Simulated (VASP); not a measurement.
# B (P1) in VASP: relaxation of cell and atoms with PBE

Aim: the relaxation of cell and atoms of B with PBE.

Program: VASP 6.6.1. These are calculated values, not measurements. Logs are shortened: lines on timing, memory, paths and dates and some standing lists are left out, and cuts for length are marked.

### 1 The cell of the first run

The typed cell holds 6 atoms: a = 2.711 Å, b = 2.688 Å, c = 5.509 Å, α = 89.61°, β = 88.84°, γ = 88.30°.

### 2 Relaxation of cell and atoms, PBE

Contents of INCAR:

```
SYSTEM = B
PREC     = Accurate       ! precision mode
ENCUT    = 640            ! plane-wave cutoff, eV
EDIFF    = 1E-7           ! SCF threshold, eV
ISMEAR   = 0              ! smearing method
SIGMA    = 0.2            ! smearing width, eV
LREAL    = .False.        ! projectors in reciprocal space
LASPH    = .True.         ! aspherical terms in the spheres
NELM     = 300            ! most SCF steps
ALGO     = All            ! electronic algorithm
ISIF     = 3              ! what is computed and relaxed
LWAVE    = .False.        ! write WAVECAR
LCHARG   = .False.        ! write CHGCAR
GGA      = PE             ! functional
IBRION   = 2              ! ionic algorithm
NSW      = 80             ! ionic steps
EDIFFG   = -0.025         ! ionic threshold
GGA_COMPAT= .False.      
NELMIN   = 4            
ISEARCH  = 1            
KPAR     = 4
```

Contents of KPOINTS:

```
Automatic mesh
0
Gamma
  8 8 4
  0 0 0
```

Contents of POSCAR:

```
B
1.0
   -2.7107604279     -0.0276714083     -0.0401125190
   -0.0401125190     -0.0089520501     -2.6875281452
   -0.0553428166     -5.5087958831     -0.0179041002
B
6
Direct
    0.5724383437      1.0647977755      0.4733173936
    0.4608682288      1.0068363796     -0.0181410614
    1.0092405917      0.9684616449      0.7677986746
    0.0043543453      0.9051409486      0.2336233151
    1.0370872236      0.4907024446      1.0469274580
    0.9160112669      0.5640608066      0.4964742200
```

Potentials or basis: VASP PAW PBE potentials, release 64 (B).

Launch:

```console
$ cat potpaw_PBE.64/B/POTCAR > POTCAR
$ mpirun -np 4 vasp_std > vasp.out
```

OUTCAR:

```text
SYSTEM = B
   PREC = Accurate
   ENCUT = 640
   EDIFF = 1E-7
   ISMEAR = 0
   LREAL = .False.
   LASPH = .True.
   NELM = 300
   ISIF = 3
   GGA = PE
   IBRION = 2
   NSW = 80
   EDIFFG = -0.025
   NELMIN = 4

 ion  position               nearest neighbor table
   1  0.572  0.065  0.473-   6 1.62   6 1.66   4 1.79   3 2.04   4 2.10
   2  0.461  0.007  0.982-   3 1.72   5 1.74   5 1.86   4 1.86   3 1.88   4 2.06   5 2.09   5 2.10

   3  0.009  0.968  0.768-   2 1.72   2 1.88   6 1.88   5 2.00   1 2.04   5 2.09
   4  0.004  0.905  0.234-   5 1.52   6 1.73   1 1.79   2 1.86   5 1.88   2 2.06   1 2.10
   5  0.037  0.491  0.047-   4 1.52   2 1.74   2 1.86   4 1.88   3 2.00   2 2.09   3 2.09   2 2.10

   6  0.916  0.564  0.496-   1 1.62   1 1.66   4 1.73   3 1.88

  LATTYP: Found a triclinic cell.
 ALAT       =     2.7111984100
 B/A-ratio  =     0.9913853500
 C/A-ratio  =     2.0319807445
 COS(alpha) =     0.0067298365
 COS(beta)  =     0.0202979333
 COS(gamma) =     0.0297486644

  Lattice vectors:

 A1 = (  -2.7107604279,  -0.0276714083,  -0.0401125190)
 A2 = (  -0.0401125190,  -0.0089520501,  -2.6875281452)
 A3 = (  -0.0553428166,  -5.5087958831,  -0.0179041002)

Analysis of symmetry for initial positions (statically):
=====================================================================
 Subroutine PRICEL returns:
 Original cell was already a primitive cell.

 Routine SETGRP: Setting up the symmetry group for a
 triclinic supercell.

 Subroutine GETGRP returns: Found  1 space group operations
 (whereof  1 operations were pure point group operations)
 out of a pool of  2 trial point group operations.

The static configuration has the point symmetry C_1 .

Analysis of symmetry for dynamics (positions and initial velocities):
=====================================================================
 Subroutine PRICEL returns:
 Original cell was already a primitive cell.

 Routine SETGRP: Setting up the symmetry group for a
 triclinic supercell.

 Subroutine GETGRP returns: Found  1 space group operations
 (whereof  1 operations were pure point group operations)
 out of a pool of  2 trial point group operations.

The dynamic configuration has the point symmetry C_1 .

 Subroutine INISYM returns: Found  1 space group operations
 (whereof  1 operations are pure point group operations),
 and found     1 'primitive' translations

----------------------------------------------------------------------------------------

                                     Primitive cell

  volume of cell :      40.1196

  direct lattice vectors                    reciprocal lattice vectors
    -2.710760428 -0.027671408 -0.040112519    -0.369019157  0.003689403  0.005495481
    -0.040112519 -0.008952050 -2.687528145     0.005495481  0.001154394 -0.372174994
    -0.055342817 -5.508795883 -0.017904100     0.001844701 -0.181548281  0.000577197

  length of vectors
     2.711198410  2.687842385  5.509102964     0.369078515  0.372217355  0.181558571

  position of ions in fractional coordinates (direct lattice)
     0.572438344  0.064797775  0.473317394
     0.460868229  0.006836380  0.981858939
     0.009240592  0.968461645  0.767798675
     0.004354345  0.905140949  0.233623315
     0.037087224  0.490702445  0.046927458
     0.916011267  0.564060807  0.496474220

  ion indices of the primitive-cell ions
   primitive index   ion index
                 1           1
                 2           2
                 3           3
                 4           4
                 5           5
                 6           6

----------------------------------------------------------------------------------------

 KPOINTS: Automatic mesh

Automatic generation of k-mesh.
 Grid dimensions read from file:
 generate k-points for:    8    8    4

 Generating k-lattice:

  Cartesian coordinates                     Fractional coordinates (reciprocal lattice)
    -0.046127395  0.000461175  0.000686935     0.125000000  0.000000000  0.000000000
     0.000686935  0.000144299 -0.046521874     0.000000000  0.125000000  0.000000000
     0.000461175 -0.045387070  0.000144299     0.000000000  0.000000000  0.250000000

  Length of vectors
     0.046134814  0.046527169  0.045389643

  Shift w.r.t. Gamma in fractional coordinates (k-lattice)
     0.000000000  0.000000000  0.000000000

 Subroutine IBZKPT returns following result:
 ===========================================

 Found    132 irreducible k-points:

 Following reciprocal coordinates:
            Coordinates               Weight
  0.000000  0.000000  0.000000      1.000000
  0.125000 -0.000000 -0.000000      2.000000
  0.250000 -0.000000 -0.000000      2.000000
  0.375000 -0.000000 -0.000000      2.000000
  0.500000 -0.000000 -0.000000      1.000000
 -0.000000  0.125000  0.000000      2.000000
[... 16 lines left out ...]
  0.125000  0.375000 -0.000000      2.000000
  0.250000  0.375000 -0.000000      2.000000
 [... further k-points ...]
   k-points           NKPTS =    132   k-points in BZ     NKDIM =    132   number of bands    NBANDS=     13
   number of dos      NEDOS =    301   number of ions     NIONS =      6
   total plane-waves  NPLWV =  27648
   dimension x,y,z NGX =    24 NGY =   24 NGZ =   48
   dimension x,y,z NGXF=    48 NGYF=   48 NGZF=   96
   ions per type =               6
   NGX,Y,Z   is equivalent  to a cutoff of  14.72, 14.84, 14.48 a.u.
   NGXF,Y,Z  is equivalent  to a cutoff of  29.43, 29.69, 28.97 a.u.
 SYSTEM =  B
   PREC   = accura    normal or accurate (medium, high low for compatibility)
   ISTART =      0    job   : 0-new  1-cont  2-samecut
   ICHARG =      2    charge: 1-file 2-atom 10-const
   ISPIN  =      1    spin polarized calculation?
   LNONCOLLINEAR =      F non collinear calculations
   LSORBIT =      F    spin-orbit coupling
   LASPH  =      T    aspherical Exc in radial PAW
   ENCUT  =  640.0 eV  47.04 Ry    6.86 a.u.   5.59  5.54 11.36*2*pi/ulx,y,z
   NELM   =    300;   NELMIN=  4; NELMDL= -5     # of ELM steps
   EDIFF  = 0.1E-06   stopping-criterion for ELM
   LREAL  =      F    real-space projection
   EDIFFG = -.3E-01   stopping-criterion for IOM
   NSW    =     80    number of steps for IOM
   IBRION =      2    ionic relax: 0-MD 1-quasi-New 2-CG
   NFREE  =      1    steps in history (QN), initial steepest desc. (CG)
   ISIF   =      3    stress and relaxation
   ISYM   =      2    0-nonsym 1-usesym 2-fastsym
   POTIM  = 0.5000    time-step for ionic-motion
   TEBEG  =    0.0;   TEEND  =   0.0 temperature during run
   PSTRESS=    0.0 pullay stress
   NELECT =      18.0000    total number of electrons
   NUPDOWN=      -1.0000    fix difference up-down
   EMIN   =  10.00;   EMAX   =-10.00  energy-range for DOS
   EFERMI =   0.00;   METHOD = LEGACY
   ISMEAR =     0;   SIGMA  =   0.20  broadening in eV -4-tet -1-fermi 0-gaus
   EFERMI_NEDOS =   21; number of points for ismear=-14 and -15
   IALGO  =     58    algorithm
   IMIX   =      4    mixing-type and parameters
     AMIX     =   0.40;   BMIX     =  1.00
     AMIX_MAG =   1.60;   BMIX_MAG =  1.00
  volume/ion in A,a.u.               =       6.69        45.12
  Fermi-wavevector in a.u.,A,eV,Ry     =   1.253277  2.368350 21.370705  1.570703
  Thomas-Fermi vector in A             =   2.387137
   LORBIT       =      0    0 simple, 1 ext, 2 COOP (PROOUT), +10 PAW based schemes
   GGA     = PE    functional components
   LHFCALC =     F    Hartree Fock is set to
   AEXX    =    0.0000 exact exchange contribution
   IVDW    =     0    specifies the selected vdW correction
   LEPSILON=     F    determine dielectric tensor
   LRPA    =     F    only Hartree local field effects (RPA)
 conjugate gradient relaxation of ions
 non-spin polarized calculation
 Gauss-broadening in eV      SIGMA  =   0.20
  energy-cutoff  :      640.00
  volume of cell :       40.12
 maximum number of plane-waves:      1492
 NGX is ok and might be reduce to    24
   NGX = 11   NGY = 11   NGZ = 23

--------------------------------------- Ionic step        1  -------------------------------------------

 number of electron      18.0000000 magnetization

 Free energy of the ion-electron system (eV)
  ---------------------------------------------------
  ext. energy  EPLUGINS =         0.00000000
  ---------------------------------------------------
  free energy    TOTEN  =       -34.19429702 eV

  energy without entropy =      -34.16448944  energy(sigma->0) =      -34.17939323

------------------------ aborting loop because EDIFF is reached ----------------------------------------

  FORCE on cell =-STRESS in cart. coord.  units (eV):
  Direction    XX          YY          ZZ          XY          YZ          ZX
  --------------------------------------------------------------------------------------
  -------------------------------------------------------------------------------------
  Total        1.1940796      1.4934902     10.1881931     -0.7796778      3.0416170     -0.9754238
  in kB       47.6856581     59.6426409    406.8662472    -31.1364908    121.4672016    -38.9536225
  external PRESSURE =     171.3981820 kB  Pullay stress =       0.0000000 kB
[... 101 lines left out ...]
  FREE ENERGIE OF THE ION-ELECTRON SYSTEM (eV)
  ---------------------------------------------------
  free  energy   TOTEN  =       -35.1171626497 eV

  energy  without entropy=      -35.0877028413  energy(sigma->0) =      -35.10243275

[... ionic steps 4 to 73 ...]

--------------------------------------- Ionic step       74  -------------------------------------------

 number of electron      18.0000000 magnetization

------------------------ aborting loop because EDIFF is reached ----------------------------------------
[... 75 lines left out ...]
--------------------------------------- Ionic step       76  -------------------------------------------

 number of electron      18.0000000 magnetization

 Free energy of the ion-electron system (eV)
  ---------------------------------------------------
  ext. energy  EPLUGINS =         0.00000000
  ---------------------------------------------------
  free energy    TOTEN  =       -39.23158916 eV

  energy without entropy =      -39.22171902  energy(sigma->0) =      -39.22665409

 E-fermi :   7.0488     XC(G=0): -11.8108

 val. band max:        7.0375809799   @ k =   0.0000  -0.1250   0.2500
 cond. band min:       7.0621875699   @ k =   0.1250  -0.1250   0.2500
 fundamental gap:      0.0246065901
 Fermi energy:         7.0487716721

 k-point     1 :       0.0000    0.0000    0.0000
  band No.  band energies     occupation
      1     -10.1236      2.00000
      2      -6.8695      2.00000
      3      -4.3732      2.00000
      4       2.3840      2.00000
      5       4.5367      2.00000
      6       4.5520      2.00000
      7       4.8842      2.00000
      8       6.9060      1.68743
      9       6.9610      1.46531
     10      11.7479      0.00000
     11      11.7684      0.00000
     12      12.1009      0.00000
     13      13.1598      0.00000
[... 354 lines left out ...]
  band No.  band energies     occupation
      1      -5.3281      2.00000
      2      -4.3647      2.00000
      3      -2.8141      2.00000
      4      -2.1093      2.00000
      5      -1.4763      2.00000
      6       1.1652      2.00000
      7       1.4538      2.00000
      8       2.3900      2.00000
      9       3.3180      2.00000
     10       7.1727      0.38075
     11      11.5373      0.00000
     12      12.4717      0.00000
     13      13.2634      0.00000

 [... further k-points ...]

------------------------ aborting loop because EDIFF is reached ----------------------------------------

  FORCE on cell =-STRESS in cart. coord.  units (eV):
  Direction    XX          YY          ZZ          XY          YZ          ZX
  --------------------------------------------------------------------------------------
  -------------------------------------------------------------------------------------
  Total        0.0151300     -0.0206147      0.0027390      0.0041445      0.0009094     -0.0137162
  in kB        0.5760580     -0.7848807      0.1042844      0.1577975      0.0346253     -0.5222279
  external PRESSURE =      -0.0348461 kB  Pullay stress =       0.0000000 kB
[... 21 lines left out ...]
  FREE ENERGIE OF THE ION-ELECTRON SYSTEM (eV)
  ---------------------------------------------------
  free  energy   TOTEN  =       -39.2315891556 eV

  energy  without entropy=      -39.2217190140  energy(sigma->0) =      -39.22665408

 reached required accuracy - stopping structural energy minimisation
```

Wall time 18 min (4 MPI ranks of Intel Xeon Platinum 8375C at 2.90GHz (Ice Lake), shared host); peak memory 0.31 GiB.

Results:

| Item | Value |
| --- | --- |
| Free energy | -39.2316 eV |
| Relaxed volume | 7.01 Å³/atom |
| Relaxed cell | a = 2.886 Å, b = 2.886 Å, c = 6.062 Å, α = 76.27°, β = 103.74°, γ = 119.91° |
| Space group after relaxing (to 0.1 Å) | R-3m (No. 166) |
| Energy gained by relaxing | 839.5 meV/atom |
| Ionic steps | 76 |
| Pressure after relaxing | 0.0 GPa |
| Largest force after relaxing | 0.019 eV/Å |
| Band gap on the k mesh | zero (bands 9 and 10 overlap by 2.01 eV) |

Forces in eV/Å, atoms in the order of the input:
```
B   -0.001 -0.019 -0.004
B    0.007 -0.006 -0.010
B    0.001  0.015  0.011
B   -0.002  0.004  0.004
B   -0.003  0.012 -0.001
B   -0.001 -0.006 -0.002
```

Step by step:
```csv
step,energy change (eV),largest force (eV/Å),pressure (GPa),volume (Å³)
1,0.0000,4.8187,17.14,40.12
3,-0.9229,1.1445,-8.95,42.76
5,-1.2749,0.6825,3.01,40.11
7,-1.3773,0.5365,0.72,40.43
9,-1.4376,0.5301,-2.33,40.87
11,-1.5969,1.3632,6.85,39.92
13,-1.5998,1.5800,8.07,39.82
15,-1.6419,2.0195,9.57,39.79
17,-1.7540,2.7537,11.95,39.88
19,-2.3423,2.2893,8.92,41.20
21,-2.5427,2.3567,7.74,42.12
23,-2.8045,1.2453,-3.29,44.47
25,-2.8903,0.7093,-2.39,44.13
27,-2.9889,0.5211,-0.57,43.82
29,-3.0538,0.4645,2.31,43.45
31,-3.1227,0.5751,-0.48,44.14
33,-3.1879,0.6218,-1.47,44.40
35,-3.2775,0.6926,1.52,44.04
37,-3.3713,0.7648,-0.04,44.39
39,-3.4932,0.8798,-3.13,44.70
41,-3.6148,0.5991,-0.92,43.70
43,-3.7176,0.9848,1.00,42.52
45,-3.8390,1.2371,2.92,41.71
47,-3.9360,0.8547,0.92,42.06
49,-4.0454,0.7946,-1.09,42.60
51,-4.1321,1.6954,-0.06,42.63
53,-4.2951,1.7155,-1.43,42.69
55,-4.4936,2.2207,-2.16,42.49
57,-4.7692,1.2771,2.88,41.99
59,-4.9081,1.3266,0.10,42.58
61,-4.9748,0.5835,-3.59,42.91
63,-5.0068,0.4657,0.70,42.13
65,-5.0227,0.2716,1.14,41.90
67,-5.0291,0.1405,-0.43,42.10
69,-5.0320,0.1575,0.22,42.08
71,-5.0344,0.2021,-0.07,42.11
73,-5.0367,0.0889,-0.25,42.13
75,-5.0372,0.0361,0.08,42.07
76,-5.0373,0.0193,0.00,42.08
```

Final structure:
```
B
1.0
    -2.76295    0.35556    0.75299
     0.70383   -0.32374   -2.77996
     0.55327   -6.00131   -0.65519
B
6
Direct
  0.86119 0.13853 0.41615
  0.04771 0.95197 0.97587
  0.95265 0.04823 0.69082
  0.13854 0.86133 0.25046
  0.75834 0.24141 0.11049
  0.24157 0.75853 0.55621
```

The gap in the log of VASP goes by the Fermi energy; the results here count the filled bands.